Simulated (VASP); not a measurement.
# Cu3S (Pm-3m) in VASP: notebook

Cu3S is run at these levels: PBE; tasks: single point, relaxation of cell and atoms.

Program: VASP 6.6.1. These are calculated values, not measurements. Logs are shortened: lines on timing, memory, paths and dates and some standing lists are left out, and cuts for length are marked.

## 1. The cell of the first run

Symmetry: Pm-3m, No. 221, cubic system. The conventional cell has a = 3.706 Å, b = 3.706 Å, c = 3.706 Å, α = 90.00°, β = 90.00°, γ = 90.00°. Within 3.5 Å of Cu (site symmetry 4/mmm) lie 8 Cu at 2.62 Å and 4 S at 2.62 Å. Within 3.5 Å of S (site symmetry m-3m) lie 12 Cu at 2.62 Å.

## 2. Single point, PBE

INCAR

```
SYSTEM = Cu3S
PREC = Accurate
ENCUT = 520
EDIFF = 1E-6
ISMEAR = 0
SIGMA = 0.1
LREAL = .FALSE.
LASPH = .TRUE.
NELM = 100
ALGO = Normal
ISIF = 2
LWAVE = .FALSE.
LCHARG = .FALSE.
GGA = PE
NBANDS = 28
```

KPOINTS

```
regular mesh
0
G
  12 12 12
  0 0 0
```

POSCAR

```
Cu3S
1.0
    3.7055346662      0.0000000000      0.0000000000
    0.0000000000      3.7055346662      0.0000000000
    0.0000000000      0.0000000000      3.7055346662
Cu S
3 1
Direct
    0.0000000000      0.5000000000      0.5000000000
    0.5000000000      0.0000000000      0.5000000000
    0.5000000000      0.5000000000      0.0000000000
    0.0000000000      0.0000000000      0.0000000000
```

Potentials or basis: VASP PAW PBE potentials, release 64 (Cu, S).

Started as:

```
$ cat potpaw_PBE.64/Cu/POTCAR potpaw_PBE.64/S/POTCAR > POTCAR
$ mpirun -np 1 vasp_std > vasp.out
```

OUTCAR:

```text
SYSTEM = Cu3S
   PREC = Accurate
   ENCUT = 520
   EDIFF = 1E-6
   ISMEAR = 0
   LREAL = .FALSE.
   LASPH = .TRUE.
   NELM = 100
   ISIF = 2
   GGA = PE

 ion  position               nearest neighbor table
   1  0.000  0.500  0.500-   2 2.62   3 2.62   4 2.62   3 2.62   4 2.62   2 2.62   4 2.62   4 2.62
                             2 2.62   3 2.62   3 2.62   2 2.62
   2  0.500  0.000  0.500-   1 2.62   3 2.62   4 2.62   3 2.62   4 2.62   1 2.62   3 2.62   3 2.62
                             1 2.62   4 2.62   4 2.62   1 2.62
   3  0.500  0.500  0.000-   1 2.62   2 2.62   4 2.62   1 2.62   2 2.62   2 2.62   4 2.62   2 2.62
                             1 2.62   4 2.62   1 2.62   4 2.62
   4  0.000  0.000  0.000-   1 2.62   2 2.62   3 2.62   1 2.62   2 2.62   1 2.62   3 2.62   1 2.62
                             2 2.62   3 2.62   2 2.62   3 2.62

  LATTYP: Found a simple cubic cell.
 ALAT       =     3.7055346662

  Lattice vectors:

 A1 = (   3.7055346662,   0.0000000000,   0.0000000000)
 A2 = (   0.0000000000,   3.7055346662,   0.0000000000)
 A3 = (   0.0000000000,   0.0000000000,   3.7055346662)

Analysis of symmetry for initial positions (statically):
=====================================================================
 Subroutine PRICEL returns:
 Original cell was already a primitive cell.

 Routine SETGRP: Setting up the symmetry group for a
 simple cubic supercell.

 Subroutine GETGRP returns: Found 48 space group operations
 (whereof 48 operations were pure point group operations)
 out of a pool of 48 trial point group operations.

The static configuration has the point symmetry O_h .

Analysis of symmetry for dynamics (positions and initial velocities):
=====================================================================
 Subroutine PRICEL returns:
 Original cell was already a primitive cell.

 Routine SETGRP: Setting up the symmetry group for a
 simple cubic supercell.

 Subroutine GETGRP returns: Found 48 space group operations
 (whereof 48 operations were pure point group operations)
 out of a pool of 48 trial point group operations.

The dynamic configuration has the point symmetry O_h .

 Subroutine INISYM returns: Found 48 space group operations
 (whereof 48 operations are pure point group operations),
 and found     1 'primitive' translations

----------------------------------------------------------------------------------------

                                     Primitive cell

  volume of cell :      50.8806

  direct lattice vectors                    reciprocal lattice vectors
     3.705534666  0.000000000  0.000000000     0.269866589  0.000000000  0.000000000
     0.000000000  3.705534666  0.000000000     0.000000000  0.269866589  0.000000000
[... 90 lines left out ...]
   LREAL  =      F    real-space projection
   EDIFFG = 0.1E-04   stopping-criterion for IOM
   NSW    =      0    number of steps for IOM
   IBRION =     -1    ionic relax: 0-MD 1-quasi-New 2-CG
   NFREE  =      0    steps in history (QN), initial steepest desc. (CG)
   ISIF   =      2    stress and relaxation
   ISYM   =      2    0-nonsym 1-usesym 2-fastsym
   POTIM  = 0.5000    time-step for ionic-motion
   TEBEG  =    0.0;   TEEND  =   0.0 temperature during run
   PSTRESS=    0.0 pullay stress
   NELECT =      39.0000    total number of electrons
   NUPDOWN=      -1.0000    fix difference up-down
   EMIN   =  10.00;   EMAX   =-10.00  energy-range for DOS
   EFERMI =   0.00;   METHOD = LEGACY
   ISMEAR =     0;   SIGMA  =   0.10  broadening in eV -4-tet -1-fermi 0-gaus
   EFERMI_NEDOS =   21; number of points for ismear=-14 and -15
   IALGO  =     38    algorithm
   IMIX   =      4    mixing-type and parameters
     AMIX     =   0.40;   BMIX     =  1.00
     AMIX_MAG =   1.60;   BMIX_MAG =  1.00
  volume/ion in A,a.u.               =      12.72        85.84
  Fermi-wavevector in a.u.,A,eV,Ry     =   1.498231  2.831246 30.540951  2.244697
  Thomas-Fermi vector in A             =   2.610017
   LORBIT       =      0    0 simple, 1 ext, 2 COOP (PROOUT), +10 PAW based schemes
   GGA     = PE    functional components
   LHFCALC =     F    Hartree Fock is set to
   AEXX    =    0.0000 exact exchange contribution
   IVDW    =     0    specifies the selected vdW correction
   LEPSILON=     F    determine dielectric tensor
   LRPA    =     F    only Hartree local field effects (RPA)
 non-spin polarized calculation
 Gauss-broadening in eV      SIGMA  =   0.10
  energy-cutoff  :      520.00
  volume of cell :       50.88
 maximum number of plane-waves:      1406
 NGX is ok and might be reduce to    28
   NGX = 13   NGY = 13   NGZ = 13

 number of electron      39.0000104 magnetization

 Free energy of the ion-electron system (eV)
  ---------------------------------------------------
  ext. energy  EPLUGINS =         0.00000000
  ---------------------------------------------------
  free energy    TOTEN  =       -14.91944516 eV

  energy without entropy =      -14.91442081  energy(sigma->0) =      -14.91693299

 E-fermi :   8.1188     XC(G=0): -12.2544

 val. band max:        8.1088011638   @ k =   0.5000   0.3333   0.0000
 cond. band min:       8.1559402656   @ k =   0.4167   0.2500   0.1667
 fundamental gap:      0.0471391018
 Fermi energy:         8.1187544161

 k-point     1 :       0.0000    0.0000    0.0000
  band No.  band energies     occupation
      1      -6.8800      2.00000
      2       2.4441      2.00000
      3       4.0301      2.00000
      4       4.0301      2.00000
      5       4.1426      2.00000
      6       4.1426      2.00000
[... 733 lines left out ...]
     27      18.4583      0.00000
     28      18.4678      0.00000

 [... further k-points ...]
[... 5 lines left out ...]
  --------------------------------------------------------------------------------------
  -------------------------------------------------------------------------------------
  Total        0.1036154      0.1036154      0.1036154      0.0000000      0.0000000      0.0000000
  in kB        3.2627396      3.2627396      3.2627396      0.0000000      0.0000000      0.0000000
  external PRESSURE =       3.2627396 kB  Pullay stress =       0.0000000 kB

 VOLUME and BASIS-vectors are now :
 -----------------------------------------------------------------------------
  energy-cutoff  :      520.00
  volume of cell :       50.88
      direct lattice vectors                 reciprocal lattice vectors
     3.705534666  0.000000000  0.000000000     0.269866589  0.000000000  0.000000000
     0.000000000  3.705534666  0.000000000     0.000000000  0.269866589  0.000000000
     0.000000000  0.000000000  3.705534666     0.000000000  0.000000000  0.269866589

 POSITION                                       TOTAL-FORCE (eV/Angst)
 -----------------------------------------------------------------------------------
      0.00000      1.85277      1.85277         0.000000      0.000000      0.000000
      1.85277      0.00000      1.85277         0.000000      0.000000      0.000000
      1.85277      1.85277      0.00000         0.000000      0.000000      0.000000
      0.00000      0.00000      0.00000         0.000000      0.000000      0.000000
 -----------------------------------------------------------------------------------
    total drift:                                0.000000      0.000000      0.000000

  FREE ENERGIE OF THE ION-ELECTRON SYSTEM (eV)
  ---------------------------------------------------
  free  energy   TOTEN  =       -14.9194451587 eV

  energy  without entropy=      -14.9144208124  energy(sigma->0) =      -14.91693299
```

OSZICAR:

```text
N       E                     dE             d eps       ncg     rms          rms(c)
DAV:   1     0.298055391164E+03    0.29806E+03   -0.17070E+04  4816   0.218E+03
DAV:   2     0.124300773593E+02   -0.28563E+03   -0.27453E+03  4712   0.380E+02
DAV:   3    -0.159825688368E+02   -0.28413E+02   -0.27181E+02  5856   0.147E+02
DAV:   4    -0.170391299880E+02   -0.10566E+01   -0.10467E+01  6980   0.305E+01
DAV:   5    -0.170506452031E+02   -0.11515E-01   -0.11511E-01  7136   0.310E+00    0.196E+01
DAV:   6    -0.162895307182E+02    0.76111E+00   -0.22995E+01  5796   0.104E+02    0.958E+00
DAV:   7    -0.149346555381E+02    0.13549E+01   -0.58898E+00  5932   0.573E+01    0.367E+00
DAV:   8    -0.149336239751E+02    0.10316E-02   -0.21072E-01  7196   0.466E+00    0.121E+00
DAV:   9    -0.149197797979E+02    0.13844E-01   -0.31753E-02  6108   0.392E+00    0.297E-01
DAV:  10    -0.149195196418E+02    0.26016E-03   -0.26195E-03  6708   0.450E-01    0.101E-01
DAV:  11    -0.149194741588E+02    0.45483E-04   -0.73768E-04  5992   0.582E-01    0.519E-02
DAV:  12    -0.149194456499E+02    0.28509E-04   -0.17308E-04  6756   0.257E-01    0.362E-02
DAV:  13    -0.149194451587E+02    0.49115E-06   -0.47265E-06  5912   0.204E-02
   1 F= -.14919445E+02 E0= -.14916933E+02  d E =-.502435E-02
```

It took 51 s on 1 thread of Intel Xeon 6975P-C (Granite Rapids), shared host; peak memory 0.22 GiB.

Results:

| Item | Value |
| --- | --- |
| Free energy | -14.9194 eV |
| Pressure | 0.3 GPa |
| Band gap on the k mesh | zero (an odd number of electrons rules out a gap without spin polarisation) |

With open d or f shells a metallic result of PBE can be an artefact of self-interaction; +U or a hybrid may open a gap.

## 3. Relaxation of cell and atoms, PBE

This run uses another cell than the first one, of 12.76 Å³/atom.

INCAR

```
SYSTEM = Cu3S
  ALGO = Normal
  EDIFF = 1E-6
  EDIFFG = -0.01
  ENCUT = 600
  GGA = PE
  IBRION = 2
  ISIF = 3
  ISMEAR = 0
  LASPH = .TRUE.
  LCHARG = .FALSE.
  LREAL = .FALSE.
  LWAVE = .FALSE.
  NELM = 100
  NSW = 100
  PREC = Accurate
  SIGMA = 0.1
```

KPOINTS

```
k-points
0
G
  12 12 12
  0 0 0
```

POSCAR

```
Cu3S
1.0
    3.7095451775      0.0000000000      0.0000000000
    0.0000000000      3.7095451775      0.0000000000
    0.0000000000      0.0000000000      3.7095451775
Cu S
3 1
Direct
    0.0000000000      0.5000000000      0.5000000000
    0.5000000000      0.0000000000      0.5000000000
    0.5000000000      0.5000000000      0.0000000000
    0.0000000000      0.0000000000      0.0000000000
```

Potentials or basis: VASP PAW PBE potentials, release 64 (Cu, S).

Started as:

```
$ cat potpaw_PBE.64/Cu/POTCAR potpaw_PBE.64/S/POTCAR > POTCAR
$ mpirun -np 1 vasp_std > vasp.out
```

It took 90 s on 1 thread of Intel Xeon 6975P-C (Granite Rapids), shared host; peak memory 0.24 GiB.

The run converged. Its results:

```
Free energy                           : -14.9201 eV
Relaxed volume                        : 12.74 Å³/atom
Relaxed cell                          : a = 3.708 Å, b = 3.708 Å, c = 3.708 Å, α = 90.00°, β = 90.00°, γ = 90.00°
Space group after relaxing (to 0.1 Å) : Pm-3m (No. 221)
Energy gained by relaxing             : 0.0 meV/atom
Ionic steps                           : 2
Pressure after relaxing               : 0.1 GPa
Band gap on the k mesh                : zero (an odd number of electrons rules out a gap without spin polarisation)
```

Final structure:
```cif
data_structure
_symmetry_space_group_name_H-M 'P 1'
_symmetry_Int_Tables_number 1
_cell_length_a 3.7076
_cell_length_b 3.7076
_cell_length_c 3.7076
_cell_angle_alpha 90.000
_cell_angle_beta 90.000
_cell_angle_gamma 90.000
_cell_volume 50.97
loop_
_atom_site_label
_atom_site_type_symbol
_atom_site_fract_x
_atom_site_fract_y
_atom_site_fract_z
_atom_site_occupancy
Cu1 Cu 0.00000 0.50000 0.50000 1
Cu2 Cu 0.50000 0.00000 0.50000 1
Cu3 Cu 0.50000 0.50000 0.00000 1
S1 S 0.00000 0.00000 0.00000 1
```

Levels at points of the mesh, in eV from the Fermi level:
```
           k point  band 16  band 17  band 18  band 19  band 20  band 21  band 22  band 23
(0.00, 0.00, 0.00)    -1.79    -1.66    -1.55    -1.55    -1.55     4.30     4.30     6.14
(0.50, 0.00, 0.00)    -1.95    -1.55    -0.61    -0.61    -0.43     2.62     3.86     3.86
(0.50, 0.50, 0.00)    -2.20    -2.16    -1.35    -1.35     0.25     2.60     5.21     5.21
(0.50, 0.50, 0.50)    -2.24    -1.67    -1.67    -1.67    -1.20     1.85     1.85     1.85
```
